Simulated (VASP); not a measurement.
# HfO2 (P-3m1) in VASP: a series of runs

Aim: see how the results for HfO2 move with the level of theory and the settings. Levels: PBE, RPBE. Tasks: single point.

Program: VASP 6.6.1. These are calculated values, not measurements. Logs are shortened: lines on timing, memory, paths and dates and some standing lists are left out, and cuts for length are marked.

## Step 1: The cell of the first run

It takes space group P-3m1 (No. 164, trigonal). Conventional cell: a = 3.605 Å, b = 3.605 Å, c = 10.329 Å, α = 90.00°, β = 90.00°, γ = 120.00°. Hf (site symmetry 3m) has 7 O at 2.21 Å within 2.9 Å. Hf (site symmetry -3m) has 8 O at 2.21 Å within 2.9 Å. Within 2.9 Å of O (site symmetry 3m) lie 4 Hf at 2.21 Å and 6 O at 2.55 Å. O (site symmetry 3m) has 3 Hf at 2.21 Å and 3 O at 2.55 Å within 2.9 Å. Within 2.9 Å of O (site symmetry 3m) lie 4 Hf at 2.21 Å and 6 O at 2.55 Å.

## Step 2: Single point, PBE

Contents of INCAR:

```
SYSTEM = HfO2
  PREC = Accurate
  ENCUT = 520
  EDIFF = 1E-7
  ISMEAR = 0
  SIGMA = 0.05
  LREAL = .FALSE.
  LASPH = .TRUE.
  NELM = 60
  ALGO = Normal
  ISIF = 2
  LWAVE = .FALSE.
  LCHARG = .FALSE.
  GGA = PE
  NBANDS = 43
```

Contents of KPOINTS:

```
Automatic mesh
0
G
  7 7 3
  0 0 0
```

Contents of POSCAR:

```
HfO2
1.0
    2.5488057606     -2.5488057606      0.0000000000
    2.5488057606      0.0000000000     -2.5488057606
    5.9636369250      5.9636369250      5.9636369250
Hf O
3 6
Direct
    0.0000000000      0.0000000000      0.7123328624
    0.3333333333      0.3333333333      0.4274054160
    0.6666666667      0.6666666667      0.1424779696
    0.6666666667      0.6666666667      0.3561735544
    1.0000000000      0.0000000000      0.0712461080
    0.3333333333      0.3333333333      0.6411010008
    0.6666666667      0.6666666667      0.7835647240
    1.0000000000      1.0000000000      0.4986372776
    0.3333333333      0.3333333333      0.2137098312
```

Potentials or basis: VASP PAW PBE potentials, release 64 (Hf_pv, O).

On the command line:

```sh
$ cat potpaw_PBE.64/Hf_pv/POTCAR potpaw_PBE.64/O/POTCAR > POTCAR
$ mpirun -np 1 vasp_std > vasp.out
```

OUTCAR:

```text
SYSTEM = HfO2
   PREC = Accurate
   ENCUT = 520
   EDIFF = 1E-7
   ISMEAR = 0
   LREAL = .FALSE.
   LASPH = .TRUE.
   NELM = 60
   ISIF = 2
   GGA = PE

 ion  position               nearest neighbor table
   1  0.000  0.000  0.712-   6 2.21   7 2.21   8 2.21   6 2.21   6 2.21   7 2.21   7 2.21   2 3.60
                             2 3.60   2 3.60
   2  0.333  0.333  0.427-   8 2.21   4 2.21   4 2.21   6 2.21   9 2.21   8 2.21   8 2.21   4 2.21
                             1 3.60   3 3.60   3 3.60   1 3.60   1 3.60   3 3.60
   3  0.667  0.667  0.142-   9 2.21   9 2.21   5 2.21   4 2.21   5 2.21   5 2.21   9 2.21   2 3.60
                             2 3.60   2 3.60
   4  0.667  0.667  0.356-   2 2.21   2 2.21   3 2.21   2 2.21
   5  0.000  0.000  0.071-   3 2.21   3 2.21   3 2.21
   6  0.333  0.333  0.641-   1 2.21   2 2.21   1 2.21   1 2.21
   7  0.667  0.667  0.784-   1 2.21   1 2.21   1 2.21
   8  0.000  0.000  0.499-   2 2.21   1 2.21   2 2.21   2 2.21
   9  0.333  0.333  0.214-   3 2.21   3 2.21   2 2.21   3 2.21

  LATTYP: Found a hexagonal cell.
 ALAT       =     3.6045556745
 C/A-ratio  =     2.8656297987

  Lattice vectors:

 A1 = (  -2.5488057606,   0.0000000000,   2.5488057606)
 A2 = (   2.5488057606,  -2.5488057606,   0.0000000000)
 A3 = (   5.9636369250,   5.9636369250,   5.9636369250)

Analysis of symmetry for initial positions (statically):
=====================================================================
 Subroutine PRICEL returns:
 Original cell was already a primitive cell.

 Routine SETGRP: Setting up the symmetry group for a
 hexagonal supercell.

 Subroutine GETGRP returns: Found 12 space group operations
 (whereof  6 operations were pure point group operations)
 out of a pool of 24 trial point group operations.

The static configuration has the point symmetry C_3v.
 The point group associated with its full space group is D_3d.

Analysis of symmetry for dynamics (positions and initial velocities):
=====================================================================
 Subroutine PRICEL returns:
 Original cell was already a primitive cell.

 Routine SETGRP: Setting up the symmetry group for a
 hexagonal supercell.

 Subroutine GETGRP returns: Found 12 space group operations
 (whereof  6 operations were pure point group operations)
 out of a pool of 24 trial point group operations.

The dynamic configuration has the point symmetry C_3v.
 The point group associated with its full space group is D_3d.

 Subroutine INISYM returns: Found 12 space group operations
 (whereof  6 operations are pure point group operations),
 and found     1 'primitive' translations

----------------------------------------------------------------------------------------

                                     Primitive cell

  volume of cell :     116.2267

  direct lattice vectors                    reciprocal lattice vectors
     2.548805761 -2.548805761  0.000000000     0.130780202 -0.261560405  0.130780202
     2.548805761  0.000000000 -2.548805761     0.130780202  0.130780202 -0.261560405
     5.963636925  5.963636925  5.963636925     0.055894304  0.055894304  0.055894304

  length of vectors
     3.604555674  3.604555674 10.329322152     0.320344764  0.320344764  0.096811774

  position of ions in fractional coordinates (direct lattice)
     0.000000000  0.000000000  0.712332862
     0.333333333  0.333333333  0.427405416
     0.666666667  0.666666667  0.142477970
     0.666666667  0.666666667  0.356173554
     0.000000000  0.000000000  0.071246108
     0.333333333  0.333333333  0.641101001
     0.666666667  0.666666667  0.783564724
     0.000000000  0.000000000  0.498637278
     0.333333333  0.333333333  0.213709831

  ion indices of the primitive-cell ions
   primitive index   ion index
                 1           1
                 2           2
                 3           3
                 4           4
                 5           5
                 6           6
                 7           7
                 8           8
                 9           9

----------------------------------------------------------------------------------------

 KPOINTS: Automatic mesh

Automatic generation of k-mesh.
 Grid dimensions read from file:
 generate k-points for:    7    7    3

 Generating k-lattice:

  Cartesian coordinates                     Fractional coordinates (reciprocal lattice)
     0.018682886 -0.037365772  0.018682886     0.142857143  0.000000000  0.000000000
     0.018682886  0.018682886 -0.037365772     0.000000000  0.142857143  0.000000000
     0.018631435  0.018631435  0.018631435     0.000000000  0.000000000  0.333333333

  Length of vectors
     0.045763538  0.045763538  0.032270591

  Shift w.r.t. Gamma in fractional coordinates (k-lattice)
     0.000000000  0.000000000  0.000000000

 Subroutine IBZKPT returns following result:
 ===========================================

 Found     20 irreducible k-points:

 Following reciprocal coordinates:
            Coordinates               Weight
  0.000000  0.000000  0.000000      1.000000
  0.142857  0.000000  0.000000      6.000000
  0.285714  0.000000  0.000000      6.000000
  0.428571  0.000000  0.000000      6.000000
  0.285714  0.142857  0.000000      6.000000
  0.428571  0.142857  0.000000     12.000000
[... 12 lines left out ...]
 -0.428571  0.142857  0.333333     12.000000
 -0.428571  0.285714  0.333333     12.000000
   k-points           NKPTS =     20   k-points in BZ     NKDIM =     20   number of bands    NBANDS=     43
   number of dos      NEDOS =    301   number of ions     NIONS =      9
   total plane-waves  NPLWV =  62720
   dimension x,y,z NGX =    28 NGY =   28 NGZ =   80
   dimension x,y,z NGXF=    56 NGYF=   56 NGZF=  160
   ions per type =               3   6
   NGX,Y,Z   is equivalent  to a cutoff of  12.91, 12.91, 12.88 a.u.
   NGXF,Y,Z  is equivalent  to a cutoff of  25.83, 25.83, 25.75 a.u.
 SYSTEM =  HfO2
   PREC   = accura    normal or accurate (medium, high low for compatibility)
   ISTART =      0    job   : 0-new  1-cont  2-samecut
   ICHARG =      2    charge: 1-file 2-atom 10-const
   ISPIN  =      1    spin polarized calculation?
   LNONCOLLINEAR =      F non collinear calculations
   LSORBIT =      F    spin-orbit coupling
   LASPH  =      T    aspherical Exc in radial PAW
   ENCUT  =  520.0 eV  38.22 Ry    6.18 a.u.   6.70  6.70 19.21*2*pi/ulx,y,z
   NELM   =     60;   NELMIN=  2; NELMDL= -5     # of ELM steps
   EDIFF  = 0.1E-06   stopping-criterion for ELM
   LREAL  =      F    real-space projection
   EDIFFG = 0.1E-05   stopping-criterion for IOM
   NSW    =      0    number of steps for IOM
   IBRION =     -1    ionic relax: 0-MD 1-quasi-New 2-CG
   NFREE  =      0    steps in history (QN), initial steepest desc. (CG)
   ISIF   =      2    stress and relaxation
   ISYM   =      2    0-nonsym 1-usesym 2-fastsym
   POTIM  = 0.5000    time-step for ionic-motion
   TEBEG  =    0.0;   TEEND  =   0.0 temperature during run
   PSTRESS=    0.0 pullay stress
   NELECT =      66.0000    total number of electrons
   NUPDOWN=      -1.0000    fix difference up-down
   EMIN   =  10.00;   EMAX   =-10.00  energy-range for DOS
   EFERMI =   0.00;   METHOD = LEGACY
   ISMEAR =     0;   SIGMA  =   0.05  broadening in eV -4-tet -1-fermi 0-gaus
   EFERMI_NEDOS =   21; number of points for ismear=-14 and -15
   IALGO  =     38    algorithm
   IMIX   =      4    mixing-type and parameters
     AMIX     =   0.40;   BMIX     =  1.00
     AMIX_MAG =   1.60;   BMIX_MAG =  1.00
  volume/ion in A,a.u.               =      12.91        87.15
  Fermi-wavevector in a.u.,A,eV,Ry     =   1.355671  2.561846 25.005368  1.837843
  Thomas-Fermi vector in A             =   2.482738
   LORBIT       =      0    0 simple, 1 ext, 2 COOP (PROOUT), +10 PAW based schemes
   GGA     = PE    functional components
   LHFCALC =     F    Hartree Fock is set to
   AEXX    =    0.0000 exact exchange contribution
   IVDW    =     0    specifies the selected vdW correction
   LEPSILON=     F    determine dielectric tensor
   LRPA    =     F    only Hartree local field effects (RPA)
 non-spin polarized calculation
 Gauss-broadening in eV      SIGMA  =   0.05
  energy-cutoff  :      520.00
  volume of cell :      116.23
 maximum number of plane-waves:      3164
   NGX = 13   NGY = 13   NGZ = 39

 number of electron      65.9999998 magnetization

 Free energy of the ion-electron system (eV)
  ---------------------------------------------------
  ext. energy  EPLUGINS =         0.00000000
  ---------------------------------------------------
  free energy    TOTEN  =       -89.48639238 eV

  energy without entropy =      -89.48639238  energy(sigma->0) =      -89.48639238

 E-fermi :   2.7570     XC(G=0): -10.6968

 val. band max:        2.4435096148   @ k =  -0.4286   0.1429  -0.0000
 cond. band min:       6.5657286415   @ k =   0.0000   0.0000   0.0000
 fundamental gap:      4.1222190267
 Fermi energy:         2.7570230795

 k-point     1 :       0.0000    0.0000    0.0000
  band No.  band energies     occupation
      1     -27.6254      2.00000
      2     -27.5346      2.00000
      3     -27.3259      2.00000
      4     -27.2861      2.00000
      5     -27.2861      2.00000
      6     -27.1933      2.00000
[... 35 lines left out ...]
     42       9.4797      0.00000
     43       9.8708      0.00000

 k-point     2 :       0.1429    0.0000    0.0000
  band No.  band energies     occupation
      1     -27.6075      2.00000
      2     -27.5346      2.00000
      3     -27.3429      2.00000
      4     -27.3368      2.00000
      5     -27.2976      2.00000
      6     -27.2508      2.00000
[... 820 lines left out ...]
 k-point    20 :      -0.4286    0.2857    0.3333
  band No.  band energies     occupation
      1     -27.5907      2.00000
      2     -27.5302      2.00000
      3     -27.4893      2.00000
      4     -27.4352      2.00000
      5     -27.4265      2.00000
      6     -27.4057      2.00000
[... 35 lines left out ...]
     42       9.5948      0.00000
     43       9.6423      0.00000

------------------------ aborting loop because EDIFF is reached ----------------------------------------

  FORCE on cell =-STRESS in cart. coord.  units (eV):
  Direction    XX          YY          ZZ          XY          YZ          ZX
  --------------------------------------------------------------------------------------
  -------------------------------------------------------------------------------------
  Total       -7.6739195     -7.6739195     -7.6739195      1.6331081      1.6331081      1.6331081
  in kB     -105.7844643   -105.7844643   -105.7844643     22.5122850     22.5122850     22.5122850
  external PRESSURE =    -105.7844643 kB  Pullay stress =       0.0000000 kB

 VOLUME and BASIS-vectors are now :
 -----------------------------------------------------------------------------
  energy-cutoff  :      520.00
  volume of cell :      116.23
      direct lattice vectors                 reciprocal lattice vectors
     2.548805761 -2.548805761  0.000000000     0.130780202 -0.261560405  0.130780202
     2.548805761  0.000000000 -2.548805761     0.130780202  0.130780202 -0.261560405
     5.963636925  5.963636925  5.963636925     0.055894304  0.055894304  0.055894304

 POSITION                                       TOTAL-FORCE (eV/Angst)
 -----------------------------------------------------------------------------------
      4.24809      4.24809      4.24809        -0.483542     -0.483542     -0.483542
      4.24809      1.69929      1.69929        -0.000000     -0.000000      0.000000
      4.24809     -0.84952     -0.84952         0.483542      0.483542      0.483542
      5.52250      0.42489      0.42489        -0.233287     -0.233287     -0.233287
      0.42489      0.42489      0.42489        -0.304786     -0.304786     -0.304786
      5.52250      2.97369      2.97369        -0.174833     -0.174833     -0.174833
      8.07130      2.97369      2.97369         0.304786      0.304786      0.304786
      2.97369      2.97369      2.97369         0.233287      0.233287      0.233287
      2.97369      0.42489      0.42489         0.174833      0.174833      0.174833
 -----------------------------------------------------------------------------------
    total drift:                                0.000007      0.000007      0.000007

  FREE ENERGIE OF THE ION-ELECTRON SYSTEM (eV)
  ---------------------------------------------------
  free  energy   TOTEN  =       -89.4863923772 eV

  energy  without entropy=      -89.4863923772  energy(sigma->0) =      -89.48639238
```

Wall time 79 s (1 thread of Intel Xeon 6975P-C (Granite Rapids), shared host); peak memory 0.27 GiB.

Results:

* Free energy: -89.4864 eV
* Pressure: -10.6 GPa
* Largest force: 0.838 eV/Å
* Band gap on the k mesh: 4.12 eV, indirect (least direct gap 4.20 eV)

Forces in eV/Å, atoms in the order of the input:
```
Hf  -0.484 -0.484 -0.484
Hf   0.000  0.000  0.000
Hf   0.484  0.484  0.484
O   -0.233 -0.233 -0.233
O   -0.305 -0.305 -0.305
O   -0.175 -0.175 -0.175
O    0.305  0.305  0.305
O    0.233  0.233  0.233
O    0.175  0.175  0.175
```

Stress tensor (GPa, compression positive):
```
-10.58   2.25   2.25
  2.25 -10.58   2.25
  2.25   2.25 -10.58
```

Caveat: spin-orbit coupling is left out, which moves the levels of the heavy elements.

## Step 3: Single point, PBE

This run uses another cell than the first one, of 13.54 Å³/atom, 1.048 times its volume.

Contents of INCAR:

```
SYSTEM = HfO2
ALGO = Normal
EDIFF = 1E-6
ENCUT = 520
GGA = PE
ISIF = 2
ISMEAR = 0
LASPH = .TRUE.
LCHARG = .FALSE.
LREAL = .FALSE.
LWAVE = .FALSE.
NBANDS = 43
NELM = 60
PREC = Accurate
SIGMA = 0.05
```

Contents of KPOINTS:

```
k-points
0
G
  7 7 3
  0 0 0
```

Contents of POSCAR:

```
HfO2
1.0
    2.5488057606     -2.5488057606      0.0000000000
    2.5488057606      0.0000000000     -2.5488057606
    6.2523120596      6.2523120596      6.2523120596
Hf O
3 6
Direct
    0.0000000000      0.0000000000      0.6794437835
    0.3333333333      0.3333333333      0.4076717055
    0.6666666667      0.6666666667      0.1358996276
    0.6666666667      0.6666666667      0.3397286860
    1.0000000000      0.0000000000      0.0679566081
    0.3333333333      0.3333333333      0.6115007640
    0.6666666667      0.6666666667      0.7473868030
    1.0000000000      1.0000000000      0.4756147250
    0.3333333333      0.3333333333      0.2038426471
```

Potentials or basis: VASP PAW PBE potentials, release 64 (Hf_pv, O).

On the command line:

```sh
$ cat potpaw_PBE.64/Hf_pv/POTCAR potpaw_PBE.64/O/POTCAR > POTCAR
$ mpirun -np 1 vasp_std > vasp.out
```

It took 85 s on 1 thread of Intel Xeon 6975P-C (Granite Rapids), shared host; peak memory 0.27 GiB.

Results (log left out):

| Item | Value |
| --- | --- |
| Free energy | -89.4083 eV |
| Pressure | -10.1 GPa |
| Largest force | 0.972 eV/Å |
| Band gap on the k mesh | 4.15 eV, indirect (least direct gap 4.22 eV) |

Forces in eV/Å, atoms in the order of the input:
```
Hf  -0.561 -0.561 -0.561
Hf   0.000  0.000  0.000
Hf   0.561  0.561  0.561
O   -0.234 -0.234 -0.234
O   -0.295 -0.295 -0.295
O   -0.175 -0.175 -0.175
O    0.295  0.295  0.295
O    0.234  0.234  0.234
O    0.175  0.175  0.175
```

Stress tensor (GPa, compression positive):
```
-10.14   2.53   2.53
  2.53 -10.14   2.53
  2.53   2.53 -10.14
```

Levels at points of the mesh, in eV from the valence-band top:
```csv
k point,band 31,band 32,band 33,band 34,band 35,band 36
"(0.00, 0.00, 0.00)",-0.64,-0.35,-0.35,4.15,4.15,4.34
```

Caveat: spin-orbit coupling is left out, which moves the levels of the heavy elements.

## Step 4: Single point, RPBE

This run uses another cell than the first one, of 13.54 Å³/atom, 1.048 times its volume.

Contents of INCAR:

```
PREC = Accurate ; ENCUT = 520
EDIFF = 1E-7 ; ISMEAR = 1
SIGMA = 0.05 ; LREAL = False
LASPH = True ; NELM = 60
ALGO = Normal ; ISIF = 2
LWAVE = False ; LCHARG = True
GGA = RP ; LELF = True
LVHAR = True ; NBANDS = 43
```

Contents of KPOINTS:

```
Automatic mesh
0
Gamma
  7 7 3
```

POSCAR is that of step 3.

On the command line:

```sh
$ cat potpaw_PBE.64/Hf_pv/POTCAR potpaw_PBE.64/O/POTCAR > POTCAR
$ mpirun -np 1 vasp_std > vasp.out
```

It took 75 s on 1 thread of Intel Xeon 6975P-C (Granite Rapids), shared host; peak memory 0.28 GiB.

Results (log left out):

```
Free energy            : -85.7212 eV
Pressure               : -6.3 GPa
Largest force          : 0.876 eV/Å
Band gap on the k mesh : 4.21 eV, indirect (least direct gap 4.31 eV)
```

Forces in eV/Å, atoms in the order of the input:
```
Hf  -0.506 -0.506 -0.506
Hf   0.000  0.000  0.000
Hf   0.506  0.506  0.506
O   -0.236 -0.236 -0.236
O   -0.411 -0.411 -0.411
O   -0.175 -0.175 -0.175
O    0.411  0.411  0.411
O    0.236  0.236  0.236
O    0.175  0.175  0.175
```

Stress tensor (GPa, compression positive):
```
-6.30  2.30  2.30
 2.30 -6.30  2.30
 2.30  2.30 -6.30
```

Levels at points of the mesh, in eV from the valence-band top:
```csv
k point,band 29,band 30,band 31,band 32,band 33,band 34,band 35,band 36,band 37,band 38
"(0.00, 0.00, 0.00)",-0.72,-0.64,-0.64,-0.35,-0.35,4.21,4.21,4.52,4.57,4.57
```

Caveat: the PAW data sets were made with another functional, which shifts forces and pressure a little; spin-orbit coupling is left out, which moves the levels of the heavy elements.

## Step 5: The runs side by side

| level | cell | smearing | gap on the mesh (eV) | pressure (GPa) | largest force (eV/Å) |
| --- | --- | --- | --- | --- | --- |
| PBE | a = 3.605, b = 3.605, c = 10.329 Å, angles 90.0, 90.0, 60.0°, 9 atoms | gaussian 0.05 eV | 4.12 | -10.6 | 0.84 |
| PBE | a = 3.605, b = 3.605, c = 10.829 Å, angles 90.0, 90.0, 60.0°, 9 atoms | gaussian 0.05 eV | 4.15 | -10.1 | 0.97 |
| RPBE | a = 3.605, b = 3.605, c = 10.829 Å, angles 90.0, 90.0, 60.0°, 9 atoms | methfessel-paxton 0.05 eV | 4.21 | -6.3 | 0.88 |

Alike in all rows: task single point; potentials or basis VASP PAW PBE potentials, release 64 (Hf_pv, O); no spin polarisation; k mesh 7 × 7 × 3; cutoff (eV) 520.

Caveats: spin-orbit coupling is left out, which moves the levels of the heavy elements; the PAW data sets were made with another functional, which shifts forces and pressure a little (some runs).

Total energies depend on the potentials used, so only differences within one code and one set of settings carry meaning.
